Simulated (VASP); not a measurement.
# SnSe2 (P-3m1) in VASP: settings compared, part 2 of 2

VASP 6.6.1.

## Step 4: Single point, PBEsol, non-collinear spin, zero start, spin-orbit coupling

INCAR

```
PREC = Accurate
ENCUT = 500
EDIFF = 1E-6
ISMEAR = 0
SIGMA = 0.05
LREAL = F
LASPH = T
NELM = 200
ALGO = Normal
ISIF = 2
LWAVE = F
LCHARG = T
MAGMOM = 0 0 0 0 0 0 0 0 0
LORBIT = 11
LSORBIT = T
GGA_COMPAT = F
LORBMOM = T
GGA = PS
LVHAR = T
NBANDS = 39
```

KPOINTS

```
Automatic mesh
0
Gamma
  7 7 4
```

POSCAR

```
SnSe2
1.0
    3.8110000000      0.0000000000      0.0000000000
   -1.9055000000      3.3004228138      0.0000000000
    0.0000000000      0.0000000000      6.1360000000
Sn Se
1 2
Direct
    0.0000000000      0.0000000000      0.0000000000
    0.6666666667      0.3333333333      0.7510000000
    0.3333333333      0.6666666667      0.2490000000
```

Potentials or basis: VASP PAW PBE potentials, release 64 (Sn_d, Se).

Started as:

```bash
cat potpaw_PBE.64/Sn_d/POTCAR potpaw_PBE.64/Se/POTCAR > POTCAR
mpirun -np 1 vasp_ncl > vasp.out
```

OUTCAR:

```text
PREC = Accurate
   ENCUT = 500
   EDIFF = 1E-6
   ISMEAR = 0
   LREAL = F
   LASPH = T
   NELM = 200
   ISIF = 2
   LORBIT = 11
   LSORBIT = T
   GGA = PS

 ion  position               nearest neighbor table
   1  0.000  0.000  0.000-   2 2.68   3 2.68   3 2.68   2 2.68   2 2.68   3 2.68
   2  0.667  0.333  0.751-   1 2.68   1 2.68   1 2.68
   3  0.333  0.667  0.249-   1 2.68   1 2.68   1 2.68

  LATTYP: Found a hexagonal cell.
 ALAT       =     3.8110000000
 C/A-ratio  =     1.6100760955

  Lattice vectors:

 A1 = (   3.8110000000,   0.0000000000,   0.0000000000)
 A2 = (  -1.9055000000,   3.3004228138,   0.0000000000)
 A3 = (   0.0000000000,   0.0000000000,   6.1360000000)

Analysis of symmetry for initial positions (statically):
=====================================================================
 Subroutine PRICEL returns:
 Original cell was already a primitive cell.

 Routine SETGRP: Setting up the symmetry group for a
 hexagonal supercell.

 Subroutine GETGRP returns: Found 12 space group operations
 (whereof 12 operations were pure point group operations)
 out of a pool of 24 trial point group operations.

The static configuration has the point symmetry D_3d.

Analysis of symmetry for dynamics (positions and initial velocities):
=====================================================================
 Subroutine PRICEL returns:
 Original cell was already a primitive cell.

 Routine SETGRP: Setting up the symmetry group for a
 hexagonal supercell.

 Subroutine GETGRP returns: Found 12 space group operations
 (whereof 12 operations were pure point group operations)
 out of a pool of 24 trial point group operations.

The dynamic configuration has the point symmetry D_3d.

Analysis of structural, dynamic, and magnetic symmetry:
=====================================================================
 Subroutine PRICEL returns:
 Original cell was already a primitive cell.

 Routine SETGRP: Setting up the symmetry group for a
 hexagonal supercell.

 Subroutine GETGRP returns: Found 12 space group operations
 (whereof 12 operations were pure point group operations)
 out of a pool of 24 trial point group operations.

The overall configuration has the point symmetry D_3d.

 Subroutine INISYM returns: Found 12 space group operations
 (whereof 12 operations are pure point group operations),
 and found     1 'primitive' translations

----------------------------------------------------------------------------------------

                                     Primitive cell

  volume of cell :      77.1781

  direct lattice vectors                    reciprocal lattice vectors
     3.811000000  0.000000000  0.000000000     0.262398321  0.151495741  0.000000000
    -1.905500000  3.300422814  0.000000000     0.000000000  0.302991482  0.000000000
     0.000000000  0.000000000  6.136000000     0.000000000  0.000000000  0.162972621

  length of vectors
     3.811000000  3.811000000  6.136000000     0.302991482  0.302991482  0.162972621
[... 1130 lines left out ...]

------------------------ aborting loop because EDIFF is reached ----------------------------------------

  FORCE on cell =-STRESS in cart. coord.  units (eV):
  Direction    XX          YY          ZZ          XY          YZ          ZX
  --------------------------------------------------------------------------------------
  -------------------------------------------------------------------------------------
  Total        1.0101379      1.0101379      1.8711313     -0.0000000      0.0000000      0.0000000
  in kB       20.9699484     20.9699484     38.8437340     -0.0000000      0.0000000      0.0000000
  external PRESSURE =      26.9278769 kB  Pullay stress =       0.0000000 kB

 VOLUME and BASIS-vectors are now :
 -----------------------------------------------------------------------------
  energy-cutoff  :      500.00
  volume of cell :       77.18
      direct lattice vectors                 reciprocal lattice vectors
     3.811000000  0.000000000  0.000000000     0.262398321  0.151495741  0.000000000
    -1.905500000  3.300422814  0.000000000     0.000000000  0.302991482  0.000000000
     0.000000000  0.000000000  6.136000000     0.000000000  0.000000000  0.162972621

 POSITION                                       TOTAL-FORCE (eV/Angst)
 -----------------------------------------------------------------------------------
      0.00000      0.00000      0.00000         0.000000      0.000000      0.000000
      1.90550      1.10014      4.60814        -0.000000      0.000000     -0.624741
     -0.00000      2.20028      1.52786        -0.000000     -0.000000      0.624741
 -----------------------------------------------------------------------------------
    total drift:                                0.000000      0.000000      0.000000

  FREE ENERGIE OF THE ION-ELECTRON SYSTEM (eV)
  ---------------------------------------------------
  free  energy   TOTEN  =       -13.0308398509 eV

  energy  without entropy=      -13.0308398509  energy(sigma->0) =      -13.03083985

 orbital moment (x)

 # of ion     p       d       tot
 ----------------------------------------
  1         0.000   0.000   0.000
  2         0.000  -0.000   0.000
  3         0.000  -0.000   0.000
 ----------------------------------------
            0.000   0.000   0.000

 orbital moment (y)

 # of ion     p       d       tot
 ----------------------------------------
  1        -0.000   0.000  -0.000
  2        -0.000   0.000   0.000
  3        -0.000   0.000  -0.000
 ----------------------------------------
           -0.000   0.000  -0.000

 orbital moment (z)

 # of ion     p       d       tot
 ----------------------------------------
  1         0.000   0.000   0.000
  2         0.000  -0.000  -0.000
  3         0.000  -0.000  -0.000
 ----------------------------------------
            0.000  -0.000  -0.000

 Spin-Orbit-Coupling matrix elements

 Ion:    1  E_soc:     -0.0916858
 l=   1
     0.0000000    -0.0092351    -0.0091642
    -0.0092351     0.0000000    -0.0092351
    -0.0091642    -0.0092351     0.0000000
 l=   2
     0.0000000    -0.0012050     0.0000000    -0.0012050    -0.0048632
    -0.0012050     0.0000000    -0.0036630    -0.0011992    -0.0012050
     0.0000000    -0.0036630     0.0000000    -0.0036630     0.0000000
    -0.0012050    -0.0011992    -0.0036630     0.0000000    -0.0012050
    -0.0048632    -0.0012050     0.0000000    -0.0012050     0.0000000
 l=   3
     0.0000000     0.0000000     0.0000000     0.0000000     0.0000000     0.0000000     0.0000000
     0.0000000     0.0000000     0.0000000     0.0000000     0.0000000     0.0000000     0.0000000
     0.0000000     0.0000000     0.0000000     0.0000000     0.0000000     0.0000000     0.0000000
     0.0000000     0.0000000     0.0000000     0.0000000     0.0000000     0.0000000     0.0000000
[... 29 lines left out ...]
 l=   2
     0.0000000    -0.0000002     0.0000000    -0.0000002    -0.0000027
    -0.0000002     0.0000000     0.0000018     0.0000038    -0.0000002
     0.0000000     0.0000018     0.0000000     0.0000018     0.0000000
    -0.0000002     0.0000038     0.0000018     0.0000000    -0.0000002
    -0.0000027    -0.0000002     0.0000000    -0.0000002     0.0000000
 l=   3
     0.0000000     0.0000000     0.0000000     0.0000000     0.0000000     0.0000000     0.0000000
     0.0000000     0.0000000     0.0000000     0.0000000     0.0000000     0.0000000     0.0000000
     0.0000000     0.0000000     0.0000000     0.0000000     0.0000000     0.0000000     0.0000000
     0.0000000     0.0000000     0.0000000     0.0000000     0.0000000     0.0000000     0.0000000
     0.0000000     0.0000000     0.0000000     0.0000000     0.0000000     0.0000000     0.0000000
     0.0000000     0.0000000     0.0000000     0.0000000     0.0000000     0.0000000     0.0000000
     0.0000000     0.0000000     0.0000000     0.0000000     0.0000000     0.0000000     0.0000000

 total charge

# of ion       s       p       d       tot
------------------------------------------
    1        1.053   1.072  10.118  12.243
    2        1.485   2.317   0.030   3.832
    3        1.485   2.317   0.030   3.832
--------------------------------------------------
tot          4.024   5.706  10.178  19.908

 magnetization (x)

# of ion       s       p       d       tot
------------------------------------------
    1        0.000  -0.000   0.000  -0.000
    2        0.000   0.000   0.000   0.000
    3        0.000   0.000   0.000   0.000
--------------------------------------------------
tot          0.000  -0.000   0.000  -0.000

 magnetization (y)

# of ion       s       p       d       tot
------------------------------------------
    1       -0.000   0.000   0.000  -0.000
    2        0.000  -0.000   0.000  -0.000
    3        0.000  -0.000   0.000  -0.000
--------------------------------------------------
tot          0.000  -0.000   0.000  -0.000

 magnetization (z)

# of ion       s       p       d       tot
------------------------------------------
    1        0.000   0.000   0.000   0.000
    2        0.000   0.000   0.000   0.000
    3        0.000   0.000   0.000   0.000
--------------------------------------------------
tot          0.000   0.000   0.000   0.000
```

OSZICAR:

```text
N       E                     dE             d eps       ncg     rms          rms(c)
DAV:   1     0.252880382843E+03    0.25288E+03   -0.11223E+04  2287   0.151E+03
DAV:   2     0.265670792369E+02   -0.22631E+03   -0.21406E+03  2246   0.449E+02
DAV:   3    -0.113195793352E+02   -0.37887E+02   -0.36925E+02  2630   0.152E+02
DAV:   4    -0.132641522752E+02   -0.19446E+01   -0.19321E+01  2627   0.377E+01
DAV:   5    -0.133129127754E+02   -0.48761E-01   -0.48745E-01  3015   0.630E+00    0.526E+00
DAV:   6    -0.130623359940E+02    0.25058E+00   -0.29490E-01  3190   0.785E+00    0.331E+00
DAV:   7    -0.130329422066E+02    0.29394E-01   -0.14990E-01  2787   0.277E+00    0.118E+00
DAV:   8    -0.130310616202E+02    0.18806E-02   -0.84149E-03  2951   0.895E-01    0.589E-01
DAV:   9    -0.130307935301E+02    0.26809E-03   -0.15180E-03  2879   0.376E-01    0.146E-01
DAV:  10    -0.130308228898E+02   -0.29360E-04   -0.22169E-04  2879   0.178E-01    0.467E-02
DAV:  11    -0.130308336873E+02   -0.10798E-04   -0.72062E-05  2886   0.593E-02    0.153E-02
DAV:  12    -0.130308391432E+02   -0.54559E-05   -0.84594E-06  2471   0.203E-02    0.640E-03
DAV:  13    -0.130308398509E+02   -0.70775E-06   -0.10973E-06  2403   0.664E-03
   1 F= -.13030840E+02 E0= -.13030840E+02  d E =-.364720E-17  mag=    -0.0000     0.0000     0.0000
```

stdout:

```text
POSCAR found type information on POSCAR SnSe
 POSCAR found :  2 types and       3 ions
 scaLAPACK will be used
 -----------------------------------------------------------------------------
|                                                                             |
|                                                                             |
|     You enforced a specific xc type in the INCAR file but a different       |
|     I HOPE YOU KNOW WHAT YOU ARE DOING!                                     |
|                                                                             |
 -----------------------------------------------------------------------------

 LDA part: xc-table for (Slater+PW92), standard interpolation
 POSCAR, INCAR and KPOINTS ok, starting setup
 FFT: planning ... GRIDC
 FFT: planning ... GRID_SOFT
 FFT: planning ... GRID
 WAVECAR not read
 entering main loop
```

It took 4.9 min on 1 thread of Intel Xeon 8259CL, shared host; peak memory 0.4 GiB.

Results:

| Quantity | Value |
| --- | --- |
| Free energy | -13.0308 eV |
| Pressure | 2.7 GPa |
| Largest force | 0.625 eV/Å |
| Net moment | 0.00 μB per cell |
| Valence electrons inside the program's atomic spheres | Sn 12.24; Se 3.83 |

Forces on the atoms (eV/Å):
```
Sn   0.000  0.000  0.000
Se   0.000  0.000 -0.625
Se   0.000  0.000  0.625
```

Stress tensor (GPa, compression positive):
```
2.10 0.00 0.00
0.00 2.10 0.00
0.00 0.00 3.88
```

Moments on the atoms (μB; x, y, z):
```
Sn  0.00 0.00 0.00
Se  0.00 0.00 0.00
Se  0.00 0.00 0.00
```

Caveat: the PAW data sets were made with another functional, which shifts forces and pressure a little; this functional lacks dispersion, which binds the layers, so the pressure and a relaxed spacing across them are unreliable.
